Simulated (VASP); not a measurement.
# CuO (C2/c) in VASP: settings compared, part 2 of 2

VASP 6.6.1. The steps go on from the part before.

**6. Relaxation of cell and atoms, LDA**

INCAR

```
ALGO = Normal
EDIFF = 1E-6
EDIFFG = -0.005
ENCUT = 600
GGA = CA
IBRION = 2
ISIF = 3
ISMEAR = -1
LASPH = True
LCHARG = False
LREAL = False
LWAVE = False
NELM = 100
NSW = 80
PREC = Accurate
SIGMA = 0.05
```

KPOINTS

```
k-points
0
Gamma
  10 10 5
```

POSCAR

```
CuO
1.0
    2.3418500000     -1.7113000000      0.0000000000
    2.3418500000      1.7113000000      0.0000000000
   -0.8500274268      0.0000000000      5.0578693947
Cu O
2 2
Direct
    0.5000000000      0.0000000000      0.5000000000
    0.0000000000      0.5000000000      0.0000000000
    0.4184000000      0.5816000000      0.7500000000
    0.5816000000      0.4184000000      0.2500000000
```

Potentials or basis: VASP PAW LDA potentials, release 64 (Cu, O).

Started as:

```bash
$ cat potpaw_LDA.64/Cu/POTCAR potpaw_LDA.64/O/POTCAR > POTCAR
$ mpirun -np 1 vasp_std > vasp.out
```

OUTCAR:

```text
EDIFF = 1E-6
   EDIFFG = -0.005
   ENCUT = 600
   GGA = CA
   IBRION = 2
   ISIF = 3
   ISMEAR = -1
   LASPH = True
   LREAL = False
   NELM = 100
   NSW = 80
   PREC = Accurate

 ion  position               nearest neighbor table
   1  0.500  0.000  0.500-   3 1.95   4 1.95   4 1.96   3 1.96
   2  0.000  0.500  0.000-   4 1.95   3 1.95   4 1.96   3 1.96
   3  0.418  0.582  0.750-   2 1.95   1 1.95   2 1.96   1 1.96
   4  0.582  0.418  0.250-   1 1.95   2 1.95   2 1.96   1 1.96

  LATTYP: Found a base centered monoclinic cell.
 ALAT       =     4.6837000000
 B/A-ratio  =     0.7307470589
 C/A-ratio  =     1.0950317057
 COS(beta)  =    -0.1657361228

  Lattice vectors:

 A1 = (   2.3418500000,  -1.7113000000,   0.0000000000)
 A2 = (   2.3418500000,   1.7113000000,   0.0000000000)
 A3 = (  -0.8500274268,   0.0000000000,   5.0578693947)

Analysis of symmetry for initial positions (statically):
=====================================================================
 Subroutine PRICEL returns:
 Original cell was already a primitive cell.

 Routine SETGRP: Setting up the symmetry group for a
 base centered monoclinic supercell.

 Subroutine GETGRP returns: Found  4 space group operations
 (whereof  2 operations were pure point group operations)
 out of a pool of  4 trial point group operations.

The static configuration has the point symmetry S_2 .
 The point group associated with its full space group is C_2h.

Analysis of symmetry for dynamics (positions and initial velocities):
=====================================================================
 Subroutine PRICEL returns:
 Original cell was already a primitive cell.

 Routine SETGRP: Setting up the symmetry group for a
 base centered monoclinic supercell.

[... 147 lines left out ...]
--------------------------------------- Ionic step        1  -------------------------------------------

 number of electron      33.9999983 magnetization

 Free energy of the ion-electron system (eV)
  ---------------------------------------------------
  ext. energy  EPLUGINS =         0.00000000
  ---------------------------------------------------
  free energy    TOTEN  =       -23.15978717 eV

  energy without entropy =      -23.14042868  energy(sigma->0) =      -23.15010792

------------------------ aborting loop because EDIFF is reached ----------------------------------------

  FORCE on cell =-STRESS in cart. coord.  units (eV):
  Direction    XX          YY          ZZ          XY          YZ          ZX
  --------------------------------------------------------------------------------------
  -------------------------------------------------------------------------------------
  Total       -2.4945420     -1.3682201     -2.9586625      0.0000000      0.0000000      0.0562537
  in kB      -98.5867533    -54.0734036   -116.9292520      0.0000000      0.0000000      2.2232024
  external PRESSURE =     -89.8631363 kB  Pullay stress =       0.0000000 kB
[... 95 lines left out ...]
  FREE ENERGIE OF THE ION-ELECTRON SYSTEM (eV)
  ---------------------------------------------------
  free  energy   TOTEN  =       -23.2247580812 eV

  energy  without entropy=      -23.2060802233  energy(sigma->0) =      -23.21541915

[... ionic steps 4 to 76 ...]

--------------------------------------- Ionic step       77  -------------------------------------------

 number of electron      33.9999982 magnetization

------------------------ aborting loop because EDIFF is reached ----------------------------------------
[... 71 lines left out ...]
--------------------------------------- Ionic step       79  -------------------------------------------

 number of electron      33.9999982 magnetization

 Free energy of the ion-electron system (eV)
  ---------------------------------------------------
  ext. energy  EPLUGINS =         0.00000000
  ---------------------------------------------------
  free energy    TOTEN  =       -23.33346031 eV

  energy without entropy =      -23.31282529  energy(sigma->0) =      -23.32314280

 E-fermi :   5.4934     XC(G=0): -12.2575

 val. band max:        5.4923396170   @ k =   0.5000   0.3000   0.4000
 cond. band min:       5.5105404737   @ k =  -0.3000   0.5000   0.4000
 fundamental gap:      0.0182008567
 Fermi energy:         5.4933726324

 k-point     1 :       0.0000    0.0000    0.0000
  band No.  band energies     occupation
      1     -14.6363      2.00000
      2     -13.0933      2.00000
      3      -3.3743      2.00000
      4      -0.4812      2.00000
      5      -0.4112      2.00000
      6       1.3346      2.00000
[... 565 lines left out ...]
     20      11.0173      0.00000
     21      15.1370      0.00000

 [... further k-points ...]

------------------------ aborting loop because EDIFF is reached ----------------------------------------

  FORCE on cell =-STRESS in cart. coord.  units (eV):
  Direction    XX          YY          ZZ          XY          YZ          ZX
  --------------------------------------------------------------------------------------
  -------------------------------------------------------------------------------------
  Total       -0.0004552     -0.0030095     -0.0099991      0.0000000      0.0000000      0.0168114
  in kB       -0.0177094     -0.1170724     -0.3889719      0.0000000      0.0000000      0.6539760
  external PRESSURE =      -0.1745846 kB  Pullay stress =       0.0000000 kB
[... 19 lines left out ...]
  FREE ENERGIE OF THE ION-ELECTRON SYSTEM (eV)
  ---------------------------------------------------
  free  energy   TOTEN  =       -23.3334603089 eV

  energy  without entropy=      -23.3128252892  energy(sigma->0) =      -23.32314280

 reached required accuracy - stopping structural energy minimisation
```

OSZICAR:

```text
N       E                     dE             d eps       ncg     rms          rms(c)
DAV:   1     0.316873597017E+03    0.31687E+03   -0.18519E+04  6130   0.291E+03
DAV:   2     0.187736819490E+02   -0.29810E+03   -0.28391E+03  6020   0.466E+02
DAV:   3    -0.271503452367E+02   -0.45924E+02   -0.43489E+02  8233   0.203E+02
[... 646 lines left out ...]
DAV:   1    -0.233335618030E+02   -0.11809E-03   -0.11106E-02  6821   0.106E+00    0.818E-02
DAV:   2    -0.233334969691E+02    0.64834E-04   -0.50922E-04  8501   0.554E-01    0.413E-02
DAV:   3    -0.233334734130E+02    0.23556E-04   -0.80208E-05  8458   0.343E-01    0.274E-02
DAV:   4    -0.233334604280E+02    0.12985E-04   -0.24601E-05  8435   0.165E-01    0.512E-03
DAV:   5    -0.233334603089E+02    0.11904E-06   -0.58304E-06  6532   0.252E-02
  79 F= -.23333460E+02 E0= -.23323143E+02  d E =-.232528E-04
```

Run time: 36 min. Hardware: 1 thread of Intel Xeon 6975P-C (Granite Rapids), shared host; peak memory 0.28 GiB.

Results:

```yaml
Free_energy: -23.3335 eV
Relaxed_volume: 10.30 Å³/atom
Relaxed_cell: a = 2.854 Å, b = 2.854 Å, c = 5.058 Å, α = 90.36°, β = 90.36°, γ = 88.19°
Space_group_after_relaxing_to_0.1_Å: Cccm (No. 66)
Energy_gained_by_relaxing: 43.4 meV/atom
Ionic_steps: 79
Pressure_after_relaxing: 0.0 GPa
Band_gap_on_the_k_mesh: zero (bands 17 and 18 overlap by 0.99 eV)
```

Stress tensor (GPa, compression positive):
```
 0.00  0.00  0.07
 0.00 -0.01  0.00
 0.07  0.00 -0.04
```

Step by step:
```tsv
step	energy change (eV)	largest force (eV/Å)	pressure (GPa)	volume (Å³)
1	0.0000	0.4264	-8.99	40.54
3	-0.0650	0.2146	0.50	38.67
5	-0.0715	0.1435	0.76	38.73
7	-0.0840	0.0451	0.41	39.18
9	-0.1104	0.0271	-3.51	40.78
11	-0.1299	0.0214	-1.95	40.76
13	-0.1429	0.0438	4.91	40.34
15	-0.1588	0.0419	1.58	40.86
17	-0.1616	0.0602	0.39	41.19
19	-0.1668	0.0360	-0.72	41.27
21	-0.1678	0.0283	-0.11	41.08
23	-0.1679	0.0267	0.17	41.01
25	-0.1682	0.0350	0.15	41.02
27	-0.1689	0.0577	-0.06	41.03
29	-0.1699	0.0520	1.27	40.81
31	-0.1702	0.0511	1.24	40.83
33	-0.1715	0.0460	1.00	40.89
35	-0.1722	0.0360	0.60	40.99
37	-0.1728	0.0217	-0.03	41.11
39	-0.1730	0.0167	-0.17	41.18
41	-0.1732	0.0066	-0.28	41.19
43	-0.1733	0.0025	0.08	41.16
45	-0.1733	0.0011	0.09	41.16
47	-0.1734	0.0078	-0.27	41.23
49	-0.1734	0.0068	-0.04	41.20
51	-0.1734	0.0191	0.15	41.16
53	-0.1734	0.0127	0.07	41.18
55	-0.1736	0.0127	0.07	41.19
57	-0.1736	0.0127	-0.11	41.21
59	-0.1736	0.0076	0.09	41.18
61	-0.1736	0.0083	-0.07	41.18
63	-0.1736	0.0074	0.13	41.18
65	-0.1736	0.0071	-0.01	41.20
67	-0.1736	0.0074	0.03	41.20
69	-0.1736	0.0051	0.03	41.16
71	-0.1736	0.0077	0.02	41.18
73	-0.1736	0.0000	0.06	41.17
75	-0.1736	0.0045	0.08	41.17
77	-0.1736	0.0016	0.03	41.17
79	-0.1737	0.0012	-0.02	41.19
```

Final structure:
```xyz
4
Lattice="2.0446 -1.9861 0.1468 2.0446 1.9861 0.1468 -0.4069 0.0000 5.0420" Properties=species:S:1:pos:R:3 pbc="T T T"
Cu    0.8188   -0.9931    2.5944
Cu    1.0223    0.9931    0.0734
O     1.7394    0.0099    3.9283
O     1.9429   -0.0099    1.4073
```

Caveat: semilocal functionals often make such compounds metallic where correlation or magnetic order opens a gap, which also shifts bond lengths.

**7. Overview**

| task | level | potentials or basis | cell | cutoff (eV) | smearing | gap on the mesh (eV) | pressure (GPa) | relaxed volume (Å³/atom) | largest force (eV/Å) |
| --- | --- | --- | --- | --- | --- | --- | --- | --- | --- |
| relaxation of cell and atoms | PBEsol | VASP PAW PBE potentials, release 64 (Cu, O) | relaxed | 600 | fermi-dirac 0.05 eV | none | 0.0 | 10.68 | 0.01 |
| single point | PBE | VASP PAW PBE potentials, release 64 (Cu, O) | as given | 520 | gaussian 0.029 eV | none | 6.4 | - | 0.22 |
| single point | PBE | VASP PAW PBE potentials, release 64 (Cu, O) | as given | 520 | gaussian 0.02 eV | none | 6.4 | - | 0.22 |
| single point | PBE | VASP PAW PBE potentials, release 64 (Cu, O) | as given | 520 | gaussian 0.016 eV | none | 6.4 | - | 0.22 |
| relaxation of cell and atoms | LDA | VASP PAW LDA potentials, release 64 (Cu, O) | relaxed | 600 | fermi-dirac 0.05 eV | none | 0.0 | 10.30 | - |

Alike in all rows: no spin polarisation; k mesh 10 × 10 × 5.

Caveats: semilocal functionals often make such compounds metallic where correlation or magnetic order opens a gap, which also shifts bond lengths; the cell stands under pressure (at least some runs); the PAW data sets were made with another functional, which shifts forces and pressure a little (at least some runs).

Total energies depend on the potentials used, so only differences within one code and one set of settings carry meaning.
